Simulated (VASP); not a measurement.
# CsCrN (P4/mmm) in VASP: single point with PBE

Aim: the single point of CsCrN with PBE.

All numbers are computed with VASP 6.6.1; they aren't measurements. Logs are shortened: lines on timing, memory, paths and dates and some standing lists are left out, and cuts for length are marked.

### 1 The cell of the first run

It takes space group P4/mmm (No. 123, tetragonal). The conventional cell has a = 3.854 Å, b = 3.854 Å, c = 5.710 Å, α = 90.00°, β = 90.00°, γ = 90.00°. Within 3.6 Å of Cs (site symmetry 4/mmm) lie 4 N at 2.73 Å and 2 Cr at 2.86 Å. Within 4.0 Å of Cr (site symmetry 4/mmm) lie 2 Cs at 2.86 Å and 4 Cr at 3.85 Å and 8 N at 3.95 Å. N (site symmetry 4/mmm) has 4 Cs at 2.73 Å within 3.6 Å.

The cell was generated, and may not be a known phase.

### 2 Single point, PBE, collinear spin, ferromagnetic start

Input file INCAR:

```
SYSTEM = CsCrN
PREC = Accurate ; ENCUT = 600
EDIFF = 1E-6 ; ISMEAR = 0
SIGMA = 0.1 ; LREAL = .FALSE.
LASPH = .TRUE. ; NELM = 200
ALGO = Normal ; ISIF = 2
LWAVE = .FALSE. ; LCHARG = .FALSE.
ISPIN = 2 ; MAGMOM = 0 3 0
LORBIT = 11 ; LMAXMIX = 4
GGA = PE ; NBANDS = 24
GGA_COMPAT = .FALSE.
```

Input file KPOINTS:

```
regular mesh
0
G
  4 4 4
  0 0 0
```

Input file POSCAR:

```
CsCrN
1.0
    3.8542454800      0.0000000000      0.0000000000
    0.0000000000      3.8542454800      0.0000000000
    0.0000000000      0.0000000000      5.7104345000
Cs Cr N
1 1 1
Direct
    0.0000000000      0.0000000000      0.0000000000
    0.0000000000      0.0000000000      0.5000000000
    0.5000000000      0.5000000000      0.0000000000
```

Potentials or basis: VASP PAW PBE potentials, release 64 (Cs_sv, Cr_pv, N).

Command:

```
$ cat potpaw_PBE.64/Cs_sv/POTCAR potpaw_PBE.64/Cr_pv/POTCAR potpaw_PBE.64/N/POTCAR > POTCAR
$ mpirun -np 1 vasp_std > vasp.out
```

OUTCAR:

```text
SYSTEM = CsCrN
   PREC = Accurate
   ENCUT = 600
   EDIFF = 1E-6
   ISMEAR = 0
   LREAL = .FALSE.
   LASPH = .TRUE.
   NELM = 200
   ISIF = 2
   ISPIN = 2
   LORBIT = 11
   GGA = PE

 ion  position               nearest neighbor table
   1  0.000  0.000  0.000-   2 2.86   2 2.86
   2  0.000  0.000  0.500-   1 2.86   1 2.86
   3  0.500  0.500  0.000-

  LATTYP: Found a simple tetragonal cell.
 ALAT       =     3.8542454800
 C/A-ratio  =     1.4815959517

  Lattice vectors:

 A1 = (   3.8542454800,   0.0000000000,   0.0000000000)
 A2 = (   0.0000000000,   3.8542454800,   0.0000000000)
 A3 = (   0.0000000000,   0.0000000000,   5.7104345000)

Analysis of symmetry for initial positions (statically):
=====================================================================
 Subroutine PRICEL returns:
 Original cell was already a primitive cell.

 Routine SETGRP: Setting up the symmetry group for a
 simple tetragonal supercell.

 Subroutine GETGRP returns: Found 16 space group operations
 (whereof 16 operations were pure point group operations)
 out of a pool of 16 trial point group operations.

The static configuration has the point symmetry D_4h.

Analysis of symmetry for dynamics (positions and initial velocities):
=====================================================================
 Subroutine PRICEL returns:
 Original cell was already a primitive cell.

 Routine SETGRP: Setting up the symmetry group for a
 simple tetragonal supercell.

 Subroutine GETGRP returns: Found 16 space group operations
 (whereof 16 operations were pure point group operations)
 out of a pool of 16 trial point group operations.

The dynamic configuration has the point symmetry D_4h.

Analysis of structural, dynamic, and magnetic symmetry:
=====================================================================
 Subroutine PRICEL returns:
 Original cell was already a primitive cell.

 Routine SETGRP: Setting up the symmetry group for a
 simple tetragonal supercell.

 Subroutine GETGRP returns: Found 16 space group operations
 (whereof 16 operations were pure point group operations)
 out of a pool of 16 trial point group operations.

The overall configuration has the point symmetry D_4h.

 Subroutine INISYM returns: Found 16 space group operations
 (whereof 16 operations are pure point group operations),
 and found     1 'primitive' translations

----------------------------------------------------------------------------------------

                                     Primitive cell
[... 111 lines left out ...]
   GGA     = PE    functional components
   LHFCALC =     F    Hartree Fock is set to
   AEXX    =    0.0000 exact exchange contribution
   IVDW    =     0    specifies the selected vdW correction
   LEPSILON=     F    determine dielectric tensor
   LRPA    =     F    only Hartree local field effects (RPA)
 spin polarized calculation
 Gauss-broadening in eV      SIGMA  =   0.10
  energy-cutoff  :      600.00
  volume of cell :       84.83
 maximum number of plane-waves:      2878
 NGX is ok and might be reduce to    32
   NGX = 15   NGY = 15   NGZ = 23

 number of electron      25.9999989 magnetization       4.7882225

 Free energy of the ion-electron system (eV)
  ---------------------------------------------------
  ext. energy  EPLUGINS =         0.00000000
  ---------------------------------------------------
  free energy    TOTEN  =       -11.21852805 eV

  energy without entropy =      -11.20819929  energy(sigma->0) =      -11.21336367

 E-fermi :   1.9207     XC(G=0):  -8.5759

 val. band max:        1.8270252222   @ k =   0.0000   0.0000   0.2500
 cond. band min:       1.9592846672   @ k =   0.5000   0.0000   0.0000
 fundamental gap:      0.1322594450
 Fermi energy:         1.9207430265

 spin component 1

 k-point     1 :       0.0000    0.0000    0.0000
  band No.  band energies     occupation
      1     -41.9365      1.00000
      2     -41.8539      1.00000
      3     -41.8539      1.00000
      4     -19.5995      1.00000
      5      -9.4400      1.00000
      6      -7.1707      1.00000
[... 475 lines left out ...]
     23       9.6745      0.00000
     24       9.6745      0.00000
 Fermi energy:         1.9207430265

 spin component 2

 k-point     1 :       0.0000    0.0000    0.0000
  band No.  band energies     occupation
      1     -37.7349      1.00000
      2     -37.6354      1.00000
      3     -37.6354      1.00000
      4     -19.6085      1.00000
      5      -9.9277      1.00000
      6      -7.0176      1.00000
[... 475 lines left out ...]
     23      10.4863      0.00000
     24      10.4863      0.00000

------------------------ aborting loop because EDIFF is reached ----------------------------------------

  FORCE on cell =-STRESS in cart. coord.  units (eV):
  Direction    XX          YY          ZZ          XY          YZ          ZX
  --------------------------------------------------------------------------------------
  -------------------------------------------------------------------------------------
  Total       -1.0436185     -1.0436185      3.1876629      0.0000000      0.0000000      0.0000000
  in kB      -19.7108097    -19.7108097     60.2053484      0.0000000      0.0000000      0.0000000
  external PRESSURE =       6.9279097 kB  Pullay stress =       0.0000000 kB

 VOLUME and BASIS-vectors are now :
 -----------------------------------------------------------------------------
  energy-cutoff  :      600.00
  volume of cell :       84.83
      direct lattice vectors                 reciprocal lattice vectors
     3.854245480  0.000000000  0.000000000     0.259454154  0.000000000  0.000000000
     0.000000000  3.854245480  0.000000000     0.000000000  0.259454154  0.000000000
     0.000000000  0.000000000  5.710434500     0.000000000  0.000000000  0.175118023

 POSITION                                       TOTAL-FORCE (eV/Angst)
 -----------------------------------------------------------------------------------
      0.00000      0.00000      0.00000         0.000000      0.000000      0.000000
      0.00000      0.00000      2.85522         0.000000      0.000000      0.000000
      1.92712      1.92712      0.00000         0.000000      0.000000      0.000000
 -----------------------------------------------------------------------------------
    total drift:                                0.000000     -0.000000     -0.000000

  FREE ENERGIE OF THE ION-ELECTRON SYSTEM (eV)
  ---------------------------------------------------
  free  energy   TOTEN  =       -11.2185280468 eV

  energy  without entropy=      -11.2081992923  energy(sigma->0) =      -11.21336367

 total charge

# of ion       s       p       d       tot
------------------------------------------
    1        1.846   4.545   0.198   6.589
    2        0.196   6.027   4.280  10.503
    3        1.331   2.088   0.000   3.419
--------------------------------------------------
tot          3.373  12.660   4.478  20.511

 magnetization (x)

# of ion       s       p       d       tot
------------------------------------------
    1        0.004  -0.042   0.032  -0.006
    2        0.113   0.025   4.196   4.334
    3       -0.007  -0.233   0.000  -0.239
--------------------------------------------------
tot          0.110  -0.250   4.228   4.089
```

OSZICAR:

```text
N       E                     dE             d eps       ncg     rms          rms(c)
DAV:   1     0.215745894003E+03    0.21575E+03   -0.13930E+04  1728   0.109E+03
[... 33 lines left out ...]
DAV:  35    -0.112188775256E+02    0.17960E-03   -0.26196E-04  2016   0.571E-02    0.490E-02
DAV:  36    -0.112187905234E+02    0.87002E-04   -0.15124E-04  2128   0.395E-02    0.354E-02
DAV:  37    -0.112187098754E+02    0.80648E-04   -0.16277E-04  2048   0.401E-02    0.322E-02
DAV:  38    -0.112185466634E+02    0.16321E-03   -0.44766E-04  2056   0.651E-02    0.516E-02
DAV:  39    -0.112185258257E+02    0.20838E-04   -0.33705E-05  1840   0.265E-02    0.552E-02
DAV:  40    -0.112185278473E+02   -0.20216E-05   -0.46738E-07  1168   0.376E-03    0.549E-02
DAV:  41    -0.112185280468E+02   -0.19955E-06   -0.35484E-08   888   0.119E-03
   1 F= -.11218528E+02 E0= -.11213364E+02  d E =-.103288E-01  mag=     4.7882
```

Wall time 7 min (1 thread of Intel Xeon 8259CL, shared host); peak memory 0.3 GiB.

What came out:

```
Free energy                                           : -11.2185 eV
Pressure                                              : 0.7 GPa
Net moment                                            : 4.79 μB per cell
Site moments                                          : Cs -0.01; Cr +4.33; N -0.24 μB
Valence electrons inside the program's atomic spheres : Cs 6.59; Cr 10.50; N 3.42
```

Levels at points of the mesh, in eV from the Fermi level:
Spin up:
```
           k point  band 11  band 12  band 13  band 14  band 15  band 16  band 17  band 18  band 19  band 20
(0.00, 0.00, 0.00)    -1.45    -1.19    -1.19    -0.79    -0.31     0.76     0.76     3.81     5.74     6.75
(0.50, 0.00, 0.00)    -1.61    -1.16    -1.15    -0.81    -0.73    -0.24     0.04     0.79     5.92     6.60
(0.50, 0.50, 0.00)    -1.47    -1.39    -0.58    -0.35     1.32     1.32     1.44     2.34     2.34     4.78
(0.00, 0.00, 0.50)    -0.99    -0.99    -0.79     0.05     0.56     0.77     0.77     1.92     3.75     5.08
(0.50, 0.00, 0.50)    -1.25    -1.09    -0.98    -0.96    -0.91    -0.51     1.48     1.77     3.07     6.12
(0.50, 0.50, 0.50)    -1.21    -0.58    -0.44    -0.14     1.07     1.07     1.33     1.33     3.41     4.08
```
Spin down:
```csv
k point,band 7,band 8,band 9,band 10,band 11,band 12,band 13,band 14
"(0.00, 0.00, 0.00)",-7.78,-7.78,-1.23,-0.30,0.08,0.08,1.86,1.88
"(0.50, 0.00, 0.00)",-7.32,-7.07,-1.71,-1.55,-1.14,0.55,2.02,2.09
"(0.50, 0.50, 0.00)",-9.07,-8.51,-0.36,0.67,0.67,1.51,1.51,1.61
"(0.00, 0.00, 0.50)",-7.79,-7.79,-1.16,0.08,0.08,0.95,2.05,2.87
"(0.50, 0.00, 0.50)",-7.33,-7.07,-1.65,-1.54,-1.40,1.35,2.31,2.73
"(0.50, 0.50, 0.50)",-9.08,-8.75,-0.61,0.66,0.66,2.19,2.19,2.28
```

Caveat: the k points lie up to 0.41 Å⁻¹ apart; an empty level that is flat over the whole mesh can mark a ghost state of the potentials, or a narrow d or f band; spin-orbit coupling is left out, which moves the levels of the heavy elements; a cell with one magnetic atom can't hold antiferromagnetic order, which such compounds often take. With open d or f shells a metallic result of PBE can be an artefact of self-interaction; +U or a hybrid may open a gap.
